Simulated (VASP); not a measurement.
# BaZn3 (Pm-3m) in VASP: further runs

Runs on BaZn3. Level: PBE. Tasks: single point, relaxation of cell and atoms.

All numbers are computed with VASP 6.6.1; they aren't measurements. Logs are shortened: lines on timing, memory, paths and dates and some standing lists are left out, and cuts for length are marked.

### 1 The cell of the first run

It takes space group Pm-3m (No. 221, cubic). The conventional cell has a = 4.274 Å, b = 4.274 Å, c = 4.274 Å, α = 90.00°, β = 90.00°, γ = 90.00°. Within 4.0 Å of Ba (site symmetry m-3m) lie 12 Zn at 3.02 Å. Within 4.0 Å of Zn (site symmetry 4/mmm) lie 4 Ba at 3.02 Å and 8 Zn at 3.02 Å.

### 2 Single point, PBE

File INCAR:

```
SYSTEM = BaZn3
ALGO = Normal
EDIFF = 1E-6
ENCUT = 520
GGA = PE
ISIF = 2
ISMEAR = 0
LASPH = .TRUE.
LCHARG = .FALSE.
LREAL = .FALSE.
LWAVE = .FALSE.
NBANDS = 31
NELM = 60
PREC = Accurate
SIGMA = 0.1
```

File KPOINTS:

```
k-points
0
G
  4 4 4
  0 0 0
```

File POSCAR:

```
BaZn3
1.0
    4.2739636355      0.0000000000      0.0000000000
    0.0000000000      4.2739636355      0.0000000000
    0.0000000000      0.0000000000      4.2739636355
Ba Zn
1 3
Direct
    0.0000000000      0.0000000000      0.0000000000
    0.0000000000      0.5000000000      0.5000000000
    0.5000000000      0.0000000000      0.5000000000
    0.5000000000      0.5000000000      0.0000000000
```

Potentials or basis: VASP PAW PBE potentials, release 64 (Ba_sv, Zn).

Command:

```console
> cat potpaw_PBE.64/Ba_sv/POTCAR potpaw_PBE.64/Zn/POTCAR > POTCAR
> mpirun -np 1 vasp_std > vasp.out
```

OUTCAR:

```text
SYSTEM = BaZn3
   EDIFF = 1E-6
   ENCUT = 520
   GGA = PE
   ISIF = 2
   ISMEAR = 0
   LASPH = .TRUE.
   LREAL = .FALSE.
   NELM = 60
   PREC = Accurate

 ion  position               nearest neighbor table
   1  0.000  0.000  0.000-   2 3.02   3 3.02   4 3.02   2 3.02   3 3.02   2 3.02   4 3.02   2 3.02
                             3 3.02   4 3.02   3 3.02   4 3.02
   2  0.000  0.500  0.500-   1 3.02   3 3.02   4 3.02   1 3.02   4 3.02   1 3.02   3 3.02   1 3.02
                             3 3.02   4 3.02   4 3.02   3 3.02
   3  0.500  0.000  0.500-   1 3.02   2 3.02   4 3.02   1 3.02   4 3.02   2 3.02   4 3.02   4 3.02
                             1 3.02   2 3.02   1 3.02   2 3.02
   4  0.500  0.500  0.000-   1 3.02   2 3.02   3 3.02   2 3.02   3 3.02   1 3.02   3 3.02   3 3.02
                             1 3.02   2 3.02   2 3.02   1 3.02

  LATTYP: Found a simple cubic cell.
 ALAT       =     4.2739636355

  Lattice vectors:

 A1 = (   4.2739636355,   0.0000000000,   0.0000000000)
 A2 = (   0.0000000000,   4.2739636355,   0.0000000000)
 A3 = (   0.0000000000,   0.0000000000,   4.2739636355)

Analysis of symmetry for initial positions (statically):
=====================================================================
 Subroutine PRICEL returns:
 Original cell was already a primitive cell.

 Routine SETGRP: Setting up the symmetry group for a
 simple cubic supercell.

 Subroutine GETGRP returns: Found 48 space group operations
 (whereof 48 operations were pure point group operations)
 out of a pool of 48 trial point group operations.

The static configuration has the point symmetry O_h .

Analysis of symmetry for dynamics (positions and initial velocities):
=====================================================================
 Subroutine PRICEL returns:
 Original cell was already a primitive cell.

 Routine SETGRP: Setting up the symmetry group for a
 simple cubic supercell.

 Subroutine GETGRP returns: Found 48 space group operations
 (whereof 48 operations were pure point group operations)
 out of a pool of 48 trial point group operations.

The dynamic configuration has the point symmetry O_h .

 Subroutine INISYM returns: Found 48 space group operations
 (whereof 48 operations are pure point group operations),
 and found     1 'primitive' translations

----------------------------------------------------------------------------------------

                                     Primitive cell

  volume of cell :      78.0715

  direct lattice vectors                    reciprocal lattice vectors
     4.273963636  0.000000000  0.000000000     0.233974850  0.000000000  0.000000000
     0.000000000  4.273963636  0.000000000     0.000000000  0.233974850  0.000000000
     0.000000000  0.000000000  4.273963636     0.000000000  0.000000000  0.233974850

  length of vectors
     4.273963636  4.273963636  4.273963636     0.233974850  0.233974850  0.233974850

  position of ions in fractional coordinates (direct lattice)
     0.000000000  0.000000000  0.000000000
     0.000000000  0.500000000  0.500000000
     0.500000000  0.000000000  0.500000000
     0.500000000  0.500000000  0.000000000

  ion indices of the primitive-cell ions
   primitive index   ion index
                 1           1
                 2           2
                 3           3
                 4           4

----------------------------------------------------------------------------------------

 KPOINTS: k-points

Automatic generation of k-mesh.
 Grid dimensions read from file:
 generate k-points for:    4    4    4

 Generating k-lattice:

  Cartesian coordinates                     Fractional coordinates (reciprocal lattice)
     0.058493712  0.000000000  0.000000000     0.250000000  0.000000000  0.000000000
     0.000000000  0.058493712  0.000000000     0.000000000  0.250000000  0.000000000
     0.000000000  0.000000000  0.058493712     0.000000000  0.000000000  0.250000000

  Length of vectors
     0.058493712  0.058493712  0.058493712

  Shift w.r.t. Gamma in fractional coordinates (k-lattice)
     0.000000000  0.000000000  0.000000000

 Subroutine IBZKPT returns following result:
 ===========================================

 Found     10 irreducible k-points:

 Following reciprocal coordinates:
            Coordinates               Weight
  0.000000  0.000000  0.000000      1.000000
  0.250000  0.000000  0.000000      6.000000
  0.500000  0.000000  0.000000      3.000000
  0.250000  0.250000  0.000000     12.000000
  0.500000  0.250000  0.000000     12.000000
  0.500000  0.500000  0.000000      3.000000
  0.250000  0.250000  0.250000      8.000000
  0.500000  0.250000  0.250000     12.000000
  0.500000  0.500000  0.250000      6.000000
  0.500000  0.500000  0.500000      1.000000
   k-points           NKPTS =     10   k-points in BZ     NKDIM =     10   number of bands    NBANDS=     31
   number of dos      NEDOS =    301   number of ions     NIONS =      4
   total plane-waves  NPLWV =  32768
   dimension x,y,z NGX =    32 NGY =   32 NGZ =   32
   dimension x,y,z NGXF=    64 NGYF=   64 NGZF=   64
   ions per type =               1   3
   NGX,Y,Z   is equivalent  to a cutoff of  12.45, 12.45, 12.45 a.u.
   NGXF,Y,Z  is equivalent  to a cutoff of  24.89, 24.89, 24.89 a.u.
 SYSTEM =  BaZn3
   PREC   = accura    normal or accurate (medium, high low for compatibility)
   ISTART =      0    job   : 0-new  1-cont  2-samecut
   ICHARG =      2    charge: 1-file 2-atom 10-const
   ISPIN  =      1    spin polarized calculation?
   LNONCOLLINEAR =      F non collinear calculations
   LSORBIT =      F    spin-orbit coupling
   LASPH  =      T    aspherical Exc in radial PAW
   ENCUT  =  520.0 eV  38.22 Ry    6.18 a.u.   7.95  7.95  7.95*2*pi/ulx,y,z
   NELM   =     60;   NELMIN=  2; NELMDL= -5     # of ELM steps
   EDIFF  = 0.1E-05   stopping-criterion for ELM
   LREAL  =      F    real-space projection
   EDIFFG = 0.1E-04   stopping-criterion for IOM
   NSW    =      0    number of steps for IOM
   IBRION =     -1    ionic relax: 0-MD 1-quasi-New 2-CG
   NFREE  =      0    steps in history (QN), initial steepest desc. (CG)
   ISIF   =      2    stress and relaxation
   ISYM   =      2    0-nonsym 1-usesym 2-fastsym
   POTIM  = 0.5000    time-step for ionic-motion
   TEBEG  =    0.0;   TEEND  =   0.0 temperature during run
   PSTRESS=    0.0 pullay stress
   NELECT =      46.0000    total number of electrons
   NUPDOWN=      -1.0000    fix difference up-down
   EMIN   =  10.00;   EMAX   =-10.00  energy-range for DOS
   EFERMI =   0.00;   METHOD = LEGACY
   ISMEAR =     0;   SIGMA  =   0.10  broadening in eV -4-tet -1-fermi 0-gaus
   EFERMI_NEDOS =   21; number of points for ismear=-14 and -15
   IALGO  =     38    algorithm
   IMIX   =      4    mixing-type and parameters
     AMIX     =   0.40;   BMIX     =  1.00
     AMIX_MAG =   1.60;   BMIX_MAG =  1.00
  volume/ion in A,a.u.               =      19.52       131.71
  Fermi-wavevector in a.u.,A,eV,Ry     =   1.372450  2.593555 25.628203  1.883620
  Thomas-Fermi vector in A             =   2.498056
   LORBIT       =      0    0 simple, 1 ext, 2 COOP (PROOUT), +10 PAW based schemes
   GGA     = PE    functional components
   LHFCALC =     F    Hartree Fock is set to
   AEXX    =    0.0000 exact exchange contribution
   IVDW    =     0    specifies the selected vdW correction
   LEPSILON=     F    determine dielectric tensor
   LRPA    =     F    only Hartree local field effects (RPA)
 non-spin polarized calculation
 Gauss-broadening in eV      SIGMA  =   0.10
  energy-cutoff  :      520.00
  volume of cell :       78.07
 maximum number of plane-waves:      2176
 NGX is ok and might be reduce to    32
   NGX = 15   NGY = 15   NGZ = 15

 number of electron      46.0000112 magnetization

 Free energy of the ion-electron system (eV)
  ---------------------------------------------------
  ext. energy  EPLUGINS =         0.00000000
  ---------------------------------------------------
  free energy    TOTEN  =        -3.50779976 eV

  energy without entropy =       -3.48077352  energy(sigma->0) =       -3.49428664

 E-fermi :   3.4995     XC(G=0): -10.8531

 val. band max:        3.3585482561   @ k =   0.5000   0.2500   0.2500
 cond. band min:       3.5086332579   @ k =   0.2500   0.2500   0.0000
 fundamental gap:      0.1500850017
 Fermi energy:         3.4994653155

 k-point     1 :       0.0000    0.0000    0.0000
  band No.  band energies     occupation
      1     -23.8325      2.00000
      2      -9.2471      2.00000
      3      -9.2471      2.00000
      4      -9.2471      2.00000
      5      -4.5418      2.00000
      6      -4.3685      2.00000
[... 23 lines left out ...]
     30       8.9864      0.00000
     31       8.9864      0.00000

 k-point     2 :       0.2500    0.0000    0.0000
  band No.  band energies     occupation
      1     -23.8114      2.00000
      2      -9.7138      2.00000
      3      -9.2479      2.00000
      4      -9.2479      2.00000
      5      -4.2911      2.00000
      6      -4.2728      2.00000
[... 23 lines left out ...]
     30      10.2424      0.00000
     31      11.5035      0.00000

 k-point     3 :       0.5000    0.0000    0.0000
  band No.  band energies     occupation
      1     -23.7901      2.00000
      2     -10.0988      2.00000
      3      -9.2488      2.00000
      4      -9.2488      2.00000
      5      -4.2033      2.00000
      6      -4.1248      2.00000
[... 23 lines left out ...]
     30       8.4357      0.00000
     31      10.5975      0.00000

 k-point     4 :       0.2500    0.2500    0.0000
  band No.  band energies     occupation
      1     -23.7918      2.00000
      2      -9.7102      2.00000
      3      -9.5913      2.00000
      4      -9.2463      2.00000
      5      -4.2480      2.00000
      6      -4.1760      2.00000
[... 159 lines left out ...]
     30      10.1105      0.00000
     31      10.7691      0.00000

 k-point     9 :       0.5000    0.5000    0.2500
  band No.  band energies     occupation
      1     -23.7390      2.00000
      2      -9.7908      2.00000
      3      -9.7908      2.00000
      4      -9.4699      2.00000
      5      -4.2199      2.00000
      6      -4.1972      2.00000
[... 23 lines left out ...]
     30      10.2322      0.00000
     31      11.1403      0.00000

 k-point    10 :       0.5000    0.5000    0.5000
  band No.  band energies     occupation
      1     -23.7240      2.00000
      2      -9.6859      2.00000
      3      -9.6859      2.00000
      4      -9.6859      2.00000
      5      -4.3282      2.00000
      6      -4.3282      2.00000
[... 23 lines left out ...]
     30      12.2659      0.00000
     31      12.2659      0.00000

------------------------ aborting loop because EDIFF is reached ----------------------------------------

  FORCE on cell =-STRESS in cart. coord.  units (eV):
  Direction    XX          YY          ZZ          XY          YZ          ZX
  --------------------------------------------------------------------------------------
  -------------------------------------------------------------------------------------
  Total        8.2179904      8.2179904      8.2179904      0.0000000      0.0000000      0.0000000
  in kB      168.6489899    168.6489899    168.6489899      0.0000000      0.0000000      0.0000000
  external PRESSURE =     168.6489899 kB  Pullay stress =       0.0000000 kB

 VOLUME and BASIS-vectors are now :
 -----------------------------------------------------------------------------
  energy-cutoff  :      520.00
  volume of cell :       78.07
      direct lattice vectors                 reciprocal lattice vectors
     4.273963636  0.000000000  0.000000000     0.233974850  0.000000000  0.000000000
     0.000000000  4.273963636  0.000000000     0.000000000  0.233974850  0.000000000
     0.000000000  0.000000000  4.273963636     0.000000000  0.000000000  0.233974850

 POSITION                                       TOTAL-FORCE (eV/Angst)
 -----------------------------------------------------------------------------------
      0.00000      0.00000      0.00000         0.000000      0.000000      0.000000
      0.00000      2.13698      2.13698         0.000000      0.000000      0.000000
      2.13698      0.00000      2.13698         0.000000      0.000000      0.000000
      2.13698      2.13698      0.00000         0.000000      0.000000      0.000000
 -----------------------------------------------------------------------------------
    total drift:                                0.000000     -0.000000     -0.000000

  FREE ENERGIE OF THE ION-ELECTRON SYSTEM (eV)
  ---------------------------------------------------
  free  energy   TOTEN  =        -3.5077997608 eV

  energy  without entropy=       -3.4807735226  energy(sigma->0) =       -3.49428664
```

Run time: 8.9 s. Hardware: 1 thread of Intel Xeon 6975P-C (Granite Rapids), shared host; peak memory 0.18 GiB.

Results:

| Quantity | Value |
| --- | --- |
| Free energy | -3.5078 eV |
| Pressure | 16.9 GPa |
| Band gap on the k mesh | zero (band 23 reaches 4.36 eV, above the bottom of band 24 at 3.11 eV) |

Levels at points of the mesh, in eV from the Fermi level:
```csv
k point,band 20,band 21,band 22,band 23,band 24,band 25,band 26,band 27
"(0.00, 0.00, 0.00)",-7.03,-1.62,-1.62,0.86,0.86,0.86,4.36,4.36
"(0.50, 0.00, 0.00)",-5.23,-4.82,-0.44,-0.44,-0.39,0.63,4.16,4.16
"(0.50, 0.50, 0.00)",-5.60,-2.46,-2.46,-2.19,0.76,0.76,3.27,3.62
"(0.50, 0.50, 0.50)",-3.54,-3.54,-3.54,-2.54,1.15,1.15,1.15,6.18
```

Caveat: the k points lie up to 0.37 Å⁻¹ apart; spin-orbit coupling is left out, which moves the levels of the heavy elements.

### 3 Single point, PBE

This run uses another cell than the first one, of 27.41 Å³/atom, 1.404 times its volume.

File INCAR:

```
PREC = Accurate
ENCUT = 520
EDIFF = 1E-6
ISMEAR = 0
SIGMA = 0.1
LREAL = False
LASPH = True
NELM = 60
ALGO = Fast
ISIF = 2
LWAVE = False
LCHARG = False
GGA = PE
NBANDS = 31
```

File KPOINTS:

```
Automatic mesh
0
Gamma
  4 4 4
```

File POSCAR:

```
BaZn3
1.0
    4.7859275171      0.0000000000      0.0000000000
    0.0000000000      4.7859275171      0.0000000000
    0.0000000000      0.0000000000      4.7859275171
Ba Zn
1 3
Direct
    0.0000000000      0.0000000000      0.0000000000
    0.0000000000      0.5000000000      0.5000000000
    0.5000000000      0.0000000000      0.5000000000
    0.5000000000      0.5000000000      0.0000000000
```

Potentials or basis: VASP PAW PBE potentials, release 64 (Ba_sv, Zn).

Command:

```console
> cat potpaw_PBE.64/Ba_sv/POTCAR potpaw_PBE.64/Zn/POTCAR > POTCAR
> mpirun -np 1 vasp_std > vasp.out
```

It took 18 s on 1 thread of Intel Xeon 6975P-C (Granite Rapids), shared host; peak memory 0.21 GiB.

The run converged. Its results:

| Quantity | Value |
| --- | --- |
| Free energy | -4.8046 eV |
| Pressure | 0.4 GPa |
| Band gap on the k mesh | zero (band 23 reaches 2.41 eV, above the bottom of band 24 at 1.65 eV) |

Levels at points of the mesh, in eV from the Fermi level:
| k point | band 19 | band 20 | band 21 | band 22 | band 23 | band 24 | band 25 | band 26 | band 27 | band 28 |
| --- | --- | --- | --- | --- | --- | --- | --- | --- | --- | --- |
| (0.00, 0.00, 0.00) | -6.85 | -6.55 | -1.71 | -1.71 | 0.64 | 0.64 | 0.64 | 3.49 | 3.49 | 3.49 |
| (0.50, 0.00, 0.00) | -6.85 | -4.74 | -4.54 | -0.47 | 0.00 | 0.00 | 0.03 | 3.09 | 3.09 | 3.37 |
| (0.50, 0.50, 0.00) | -6.95 | -4.40 | -3.01 | -3.01 | -1.67 | 0.87 | 0.87 | 2.60 | 3.13 | 3.73 |
| (0.50, 0.50, 0.50) | -6.88 | -3.29 | -3.29 | -3.29 | -1.45 | 0.26 | 0.26 | 0.26 | 4.75 | 4.75 |

Caveat: spin-orbit coupling is left out, which moves the levels of the heavy elements.

(Continued in part 2 of 2.)
